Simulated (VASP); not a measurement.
# MoS2 (P6_3/mmc) in VASP: settings compared, part 2 of 3

VASP 6.6.1. The steps go on from the part before.

### Step 3. Single point, BLYP

The input, INCAR:

```
SYSTEM = MoS2
PREC = Accurate ; ENCUT = 500
EDIFF = 1E-6 ; ISMEAR = -1
SIGMA = 0.05 ; LREAL = .FALSE.
LASPH = .TRUE. ; NELM = 120
ALGO = Normal ; ISIF = 2
LWAVE = .FALSE. ; LCHARG = .FALSE.
GGA = B5 ; ALDAX = 1.0
AGGAX = 1.0 ; AGGAC = 1.0
ALDAC = 0.0 ; NBANDS = 35
GGA_COMPAT = .FALSE.
```

The input, KPOINTS:

```
Automatic mesh
0
G
  9 9 2
  0 0 0
```

The input, POSCAR:

```
MoS2
1.0
    3.1690000000      0.0000000000      0.0000000000
   -1.5845000000      2.7444345046      0.0000000000
    0.0000000000      0.0000000000     12.3240000000
Mo S
2 4
Direct
    0.3333333333      0.6666666667      0.2500000000
    0.6666666667      0.3333333333      0.7500000000
    0.3333333333      0.6666666667      0.6230000000
    0.3333333333      0.6666666667      0.8770000000
    0.6666666667      0.3333333333      0.1230000000
    0.6666666667      0.3333333333      0.3770000000
```

Potentials or basis: VASP PAW PBE potentials, release 64 (Mo_sv, S).

Command:

```console
cat potpaw_PBE.64/Mo_sv/POTCAR potpaw_PBE.64/S/POTCAR > POTCAR
mpirun -np 1 vasp_std > vasp.out
```

OUTCAR:

```text
SYSTEM = MoS2
   PREC = Accurate
   ENCUT = 500
   EDIFF = 1E-6
   ISMEAR = -1
   LREAL = .FALSE.
   LASPH = .TRUE.
   NELM = 120
   ISIF = 2
   GGA = B5

 ion  position               nearest neighbor table
   1  0.333  0.667  0.250-   5 2.41   6 2.41   5 2.41   6 2.41   5 2.41   6 2.41
   2  0.667  0.333  0.750-   3 2.41   4 2.41   3 2.41   4 2.41   3 2.41   4 2.41
   3  0.333  0.667  0.623-   2 2.41   2 2.41   2 2.41
   4  0.333  0.667  0.877-   2 2.41   2 2.41   2 2.41
   5  0.667  0.333  0.123-   1 2.41   1 2.41   1 2.41
   6  0.667  0.333  0.377-   1 2.41   1 2.41   1 2.41

  LATTYP: Found a hexagonal cell.
 ALAT       =     3.1690000000
 C/A-ratio  =     3.8889239508

  Lattice vectors:

 A1 = (   3.1690000000,   0.0000000000,   0.0000000000)
 A2 = (  -1.5845000000,   2.7444345046,   0.0000000000)
 A3 = (   0.0000000000,   0.0000000000,  12.3240000000)

Analysis of symmetry for initial positions (statically):
=====================================================================
 Subroutine PRICEL returns:
 Original cell was already a primitive cell.

 Routine SETGRP: Setting up the symmetry group for a
 hexagonal supercell.

 Subroutine GETGRP returns: Found 24 space group operations
 (whereof 12 operations were pure point group operations)
 out of a pool of 24 trial point group operations.

The static configuration has the point symmetry D_3d.
 The point group associated with its full space group is D_6h.

Analysis of symmetry for dynamics (positions and initial velocities):
=====================================================================
 Subroutine PRICEL returns:
 Original cell was already a primitive cell.

 Routine SETGRP: Setting up the symmetry group for a
 hexagonal supercell.

 Subroutine GETGRP returns: Found 24 space group operations
 (whereof 12 operations were pure point group operations)
 out of a pool of 24 trial point group operations.

The dynamic configuration has the point symmetry D_3d.
 The point group associated with its full space group is D_6h.

 Subroutine INISYM returns: Found 24 space group operations
 (whereof 12 operations are pure point group operations),
 and found     1 'primitive' translations

----------------------------------------------------------------------------------------

                                     Primitive cell

  volume of cell :     107.1832

  direct lattice vectors                    reciprocal lattice vectors
     3.169000000  0.000000000  0.000000000     0.315556958  0.182186895  0.000000000
    -1.584500000  2.744434505  0.000000000     0.000000000  0.364373789  0.000000000
     0.000000000  0.000000000 12.324000000     0.000000000  0.000000000  0.081142486

  length of vectors
     3.169000000  3.169000000 12.324000000     0.364373789  0.364373789  0.081142486

  position of ions in fractional coordinates (direct lattice)
     0.333333333  0.666666667  0.250000000
     0.666666667  0.333333333  0.750000000
     0.333333333  0.666666667  0.623000000
     0.333333333  0.666666667  0.877000000
     0.666666667  0.333333333  0.123000000
     0.666666667  0.333333333  0.377000000

[... 32 lines left out ...]

 Found     24 irreducible k-points:

 Following reciprocal coordinates:
            Coordinates               Weight
  0.000000  0.000000  0.000000      1.000000
  0.111111  0.000000  0.000000      6.000000
  0.222222  0.000000  0.000000      6.000000
  0.333333  0.000000  0.000000      6.000000
  0.444444  0.000000  0.000000      6.000000
  0.111111  0.111111  0.000000      6.000000
[... 16 lines left out ...]
  0.333333  0.222222  0.500000     12.000000
  0.333333  0.333333  0.500000      2.000000
   k-points           NKPTS =     24   k-points in BZ     NKDIM =     24   number of bands    NBANDS=     35
   number of dos      NEDOS =    301   number of ions     NIONS =      6
   total plane-waves  NPLWV =  51840
   dimension x,y,z NGX =    24 NGY =   24 NGZ =   90
   dimension x,y,z NGXF=    48 NGYF=   48 NGZF=  180
   ions per type =               2   4
   NGX,Y,Z   is equivalent  to a cutoff of  12.59, 12.59, 12.14 a.u.
   NGXF,Y,Z  is equivalent  to a cutoff of  25.18, 25.18, 24.28 a.u.
 SYSTEM =  MoS2
   PREC   = accura    normal or accurate (medium, high low for compatibility)
   ISTART =      0    job   : 0-new  1-cont  2-samecut
   ICHARG =      2    charge: 1-file 2-atom 10-const
   ISPIN  =      1    spin polarized calculation?
   LNONCOLLINEAR =      F non collinear calculations
   LSORBIT =      F    spin-orbit coupling
   LASPH  =      T    aspherical Exc in radial PAW
   ENCUT  =  500.0 eV  36.75 Ry    6.06 a.u.   5.78  5.78 22.47*2*pi/ulx,y,z
   NELM   =    120;   NELMIN=  2; NELMDL= -5     # of ELM steps
   EDIFF  = 0.1E-05   stopping-criterion for ELM
   LREAL  =      F    real-space projection
   EDIFFG = 0.1E-04   stopping-criterion for IOM
   NSW    =      0    number of steps for IOM
   IBRION =     -1    ionic relax: 0-MD 1-quasi-New 2-CG
   NFREE  =      0    steps in history (QN), initial steepest desc. (CG)
   ISIF   =      2    stress and relaxation
   ISYM   =      2    0-nonsym 1-usesym 2-fastsym
   POTIM  = 0.5000    time-step for ionic-motion
   TEBEG  =    0.0;   TEEND  =   0.0 temperature during run
   PSTRESS=    0.0 pullay stress
   NELECT =      52.0000    total number of electrons
   NUPDOWN=      -1.0000    fix difference up-down
   EMIN   =  10.00;   EMAX   =-10.00  energy-range for DOS
   EFERMI =   0.00;   METHOD = LEGACY
   ISMEAR =    -1;   SIGMA  =   0.05  broadening in eV -4-tet -1-fermi 0-gaus
   EFERMI_NEDOS =   21; number of points for ismear=-14 and -15
   IALGO  =     38    algorithm
   IMIX   =      4    mixing-type and parameters
     AMIX     =   0.40;   BMIX     =  1.00
     AMIX_MAG =   1.60;   BMIX_MAG =  1.00
  volume/ion in A,a.u.               =      17.86       120.55
  Fermi-wavevector in a.u.,A,eV,Ry     =   1.286373  2.430893 22.514325  1.654756
  Thomas-Fermi vector in A             =   2.418452
   LORBIT       =      0    0 simple, 1 ext, 2 COOP (PROOUT), +10 PAW based schemes
   GGA     = B5    functional components
   LHFCALC =     F    Hartree Fock is set to
   AEXX    =    0.0000 exact exchange contribution
   IVDW    =     0    specifies the selected vdW correction
   LEPSILON=     F    determine dielectric tensor
   LRPA    =     F    only Hartree local field effects (RPA)
 non-spin polarized calculation
  energy-cutoff  :      500.00
  volume of cell :      107.18
 maximum number of plane-waves:      2739
 NGX is ok and might be reduce to    24
   NGX = 11   NGY = 11   NGZ = 45

 number of electron      51.9999989 magnetization

 Free energy of the ion-electron system (eV)
  ---------------------------------------------------
  ext. energy  EPLUGINS =         0.00000000
  ---------------------------------------------------
  free energy    TOTEN  =       -38.36523625 eV

  energy without entropy =      -38.36523336  energy(sigma->0) =      -38.36523481

 E-fermi :   8.3142     XC(G=0): -10.2342

 val. band max:        7.8904171735   @ k =   0.0000   0.0000   0.0000
 cond. band min:       8.8713853551   @ k =   0.2222   0.1111   0.0000
 fundamental gap:      0.9809681815
 Fermi energy:         8.3141578661

 k-point     1 :       0.0000    0.0000    0.0000
  band No.  band energies     occupation
      1     -53.4556      2.00000
      2     -53.4556      2.00000
      3     -27.7170      2.00000
      4     -27.7170      2.00000
      5     -27.5087      2.00000
      6     -27.5087      2.00000
[... 901 lines left out ...]
     34      12.0352      0.00000
     35      14.7336      0.00000

------------------------ aborting loop because EDIFF is reached ----------------------------------------

  FORCE on cell =-STRESS in cart. coord.  units (eV):
  Direction    XX          YY          ZZ          XY          YZ          ZX
  --------------------------------------------------------------------------------------
  -------------------------------------------------------------------------------------
  Total        6.7348623      6.7348623      5.4446155      0.0000000      0.0000000      0.0000000
  in kB      100.6728821    100.6728821     81.3862426      0.0000000      0.0000000      0.0000000
  external PRESSURE =      94.2440023 kB  Pullay stress =       0.0000000 kB

 VOLUME and BASIS-vectors are now :
 -----------------------------------------------------------------------------
  energy-cutoff  :      500.00
  volume of cell :      107.18
      direct lattice vectors                 reciprocal lattice vectors
     3.169000000  0.000000000  0.000000000     0.315556958  0.182186895  0.000000000
    -1.584500000  2.744434505  0.000000000     0.000000000  0.364373789  0.000000000
     0.000000000  0.000000000 12.324000000     0.000000000  0.000000000  0.081142486

 POSITION                                       TOTAL-FORCE (eV/Angst)
 -----------------------------------------------------------------------------------
     -0.00000      1.82962      3.08100        -0.000000      0.000000     -0.000000
      1.58450      0.91481      9.24300         0.000000      0.000000     -0.000000
     -0.00000      1.82962      7.67785         0.000000      0.000000     -0.332640
     -0.00000      1.82962     10.80815         0.000000      0.000000      0.332640
      1.58450      0.91481      1.51585         0.000000      0.000000     -0.332640
      1.58450      0.91481      4.64615        -0.000000      0.000000      0.332640
 -----------------------------------------------------------------------------------
    total drift:                               -0.000000      0.000000     -0.000000

  FREE ENERGIE OF THE ION-ELECTRON SYSTEM (eV)
  ---------------------------------------------------
  free  energy   TOTEN  =       -38.3652362521 eV

  energy  without entropy=      -38.3652333644  energy(sigma->0) =      -38.36523481
```

Wall time 3.8 min (1 thread of Intel Xeon 8259CL, shared host); peak memory 0.21 GiB.

What came out:

* Free energy: -38.3652 eV
* Pressure: 9.4 GPa
* Largest force: 0.333 eV/Å
* Band gap on the k mesh: 0.98 eV (least direct gap 1.66 eV)

Forces on the atoms (eV/Å):
```
Mo   0.000  0.000  0.000
Mo   0.000  0.000  0.000
S    0.000  0.000 -0.333
S    0.000  0.000  0.333
S    0.000  0.000 -0.333
S    0.000  0.000  0.333
```

Levels at points of the mesh, in eV from the valence-band top:
```tsv
k point	band 23	band 24	band 25	band 26	band 27	band 28	band 29	band 30
(0.00, 0.00, 0.00)	-2.12	-1.18	-1.11	0.00	2.11	2.11	2.14	2.14
(0.00, 0.00, 0.50)	-2.15	-2.15	-0.26	-0.26	2.11	2.11	2.11	2.11
```

Caveat: the cell stands under pressure; the PAW data sets were made with another functional, which shifts forces and pressure a little; this functional lacks dispersion, which binds layers or chains, so the pressure and a relaxed spacing across them are unreliable. A k mesh can miss the band edges.

### Step 4. Single point, revPBE

The input, INCAR:

```
PREC = Accurate
ENCUT = 500
EDIFF = 1E-6
ISMEAR = -1
SIGMA = 0.05
LREAL = False
LASPH = True
NELM = 120
ALGO = Normal
ISIF = 2
LWAVE = False
LCHARG = False
GGA = RE
NBANDS = 35
GGA_COMPAT = False
```

The input, KPOINTS:

```
regular mesh
0
Gamma
  9 9 2
```

POSCAR is that of step 3.

Command:

```console
cat potpaw_PBE.64/Mo_sv/POTCAR potpaw_PBE.64/S/POTCAR > POTCAR
mpirun -np 1 vasp_std > vasp.out
```

Run time: 3.1 min. Hardware: 1 thread of Intel Xeon 8259CL, shared host; peak memory 0.21 GiB.

It converged, with:

* Free energy: -41.3962 eV
* Pressure: 3.8 GPa
* Largest force: 0.041 eV/Å
* Band gap on the k mesh: 1.01 eV (least direct gap 1.66 eV)

Forces in eV/Å, atoms in the order of the input:
```
Mo   0.000  0.000  0.000
Mo   0.000  0.000  0.000
S    0.000  0.000  0.041
S    0.000  0.000 -0.041
S    0.000  0.000  0.041
S    0.000  0.000 -0.041
```

Stress tensor (GPa, compression positive):
```
3.60 0.00 0.00
0.00 3.60 0.00
0.00 0.00 4.05
```

Levels at points of the mesh, in eV from the valence-band top:
| k point | band 23 | band 24 | band 25 | band 26 | band 27 | band 28 | band 29 | band 30 |
| --- | --- | --- | --- | --- | --- | --- | --- | --- |
| (0.00, 0.00, 0.00) | -2.11 | -1.19 | -1.11 | 0.00 | 2.12 | 2.12 | 2.14 | 2.14 |
| (0.00, 0.00, 0.50) | -2.13 | -2.13 | -0.26 | -0.26 | 2.12 | 2.12 | 2.12 | 2.12 |

Caveat: the cell stands under pressure; the PAW data sets were made with another functional, which shifts forces and pressure a little; this functional lacks dispersion, which binds layers or chains, so the pressure and a relaxed spacing across them are unreliable.

(Part 2 of 3 ends here.)
